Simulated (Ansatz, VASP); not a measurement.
**Ti in VASP and in Ansatz**

INCAR

```
SYSTEM = Ti
ALGO     = Normal         ! electronic algorithm
EDIFF    = 1E-6           ! SCF threshold, eV
ENCUT    = 500            ! plane-wave cutoff, eV
GGA      = PE             ! functional
GGA_COMPAT= .False.      
ISIF     = 2              ! what is computed and relaxed
ISMEAR   = 0              ! smearing method
LASPH    = .True.         ! aspherical terms in the spheres
LCHARG   = .False.        ! write CHGCAR
LREAL    = .False.        ! projectors in reciprocal space
LWAVE    = .False.        ! write WAVECAR
NBANDS   = 25             ! bands
NELM     = 120            ! most SCF steps
PREC     = Accurate       ! precision mode
SIGMA    = 0.1            ! smearing width, eV
```

The input KPOINTS:

```
k-points
0
Gamma
  3 3 4
  0 0 0
```

File POSCAR:

```
Ti
1.0
    4.5673748306      0.0000000000      0.0000000000
   -2.2836874153      3.9554626319      0.0000000000
    0.0000000000      0.0000000000      2.8262442700
Ti
3
Direct
    0.0000000000      0.0000000000      0.0000000000
    0.3333333333      0.6666666667      0.5000000000
    0.6666666667      0.3333333333      0.5000000000
```

Input for Ansatz:

```yaml
crystal:
  lattice:
    - [4.5673748306, 0.0, 0.0]
    - [-2.2836874153, 3.9554626319, 0.0]
    - [0.0, 0.0, 2.82624427]
  atoms:
    - { symbol: Ti, position: [0.0, 0.0, 0.0] }
    - { symbol: Ti, position: [0.3333333333, 0.6666666667, 0.5] }
    - { symbol: Ti, position: [0.6666666667, 0.3333333333, 0.5] }
basis:
  ecutwfc: 420
kpoints:
  mp_grid: { grid: [3, 3, 4] }
hamiltonian:
  xc: pbe
scf:
  occupations: { method: gaussian, width: 0.1 }
  mixing: { globalisation: backtrack }
  max_iter: 98
output:
  forces: true
  stress: true
  eigenvalues: true
```

Alike in both runs: task single point; functional PBE; k mesh 3 × 3 × 4; occupations gaussian, width 0.1 eV; no spin polarisation.

|  | VASP | Ansatz |
| --- | --- | --- |
| version | VASP 6.6.1 | Ansatz 0.2.0 |
| potentials or method | VASP PAW PBE potentials, release 64 (Ti_sv), cutoff 500 eV | scalar-relativistic, plane waves, PAW |
| valence electrons in the cell | 36 | 36 |

|  | VASP | Ansatz | Ansatz less VASP |
| --- | --- | --- | --- |
| gap on the k mesh at the Fermi level (eV) | none | none | - |
| pressure (GPa) | -0.1 | 0.2 | +0.28 |
| traceless stress, the component that is largest in VASP (GPa) | 1.78 | 1.81 | +0.029 |

A gap of «none» marks a metal or a gap that the smearing closes.

The k mesh is coarse, so the values compare programs but aren't converged.
